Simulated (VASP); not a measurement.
Crystal: GaSb.

```
CELL_PARAMETERS angstrom
0.00000 3.05900 3.05900
3.05900 0.00000 3.05900
3.05900 3.05900 0.00000
ATOMIC_POSITIONS crystal
Ga 0.00000 0.00000 0.00000
Sb 0.75000 0.75000 0.75000
```

Base run:

| Quantity | Value |
| --- | --- |
| Program | VASP 6.6.1 |
| Functional | r2SCAN |
| Potentials or basis | VASP PAW PBE potentials, release 64 (Ga_d, Sb) |
| Cutoff | 520 eV |
| k mesh | 6 × 6 × 6 |
| Occupations | gaussian, width 0.05 eV |
| Spin | no spin polarisation |

Its results: band gap on the k mesh 0.45 eV, direct; pressure 0.5 GPa.

Q: After a change of settings the same cell gave: band gap on the k mesh 0.45 eV, direct; pressure -0.3 GPa. Which change was it?
A. functional from r2SCAN to revPBE; cutoff from 520 eV to 500 eV; dispersion from none to D4
B. functional from r2SCAN to PBE; cutoff from 520 eV to 500 eV; dispersion from none to D3(BJ)
C. further incar settings from ALGO = Normal; EDIFF = 1e-06; NBANDS = 16 to ALGO = Normal; EDIFF = 1e-07; NBANDS = 16; dispersion from none to D4
D. functional from r2SCAN to PBE; cutoff from 520 eV to 500 eV; k mesh from 6 × 6 × 6 to 9 × 9 × 9

A: C.

Caveats: the PAW data sets were made with another functional, which shifts forces and pressure a little; spin-orbit coupling is left out, which moves the levels of the heavy elements.
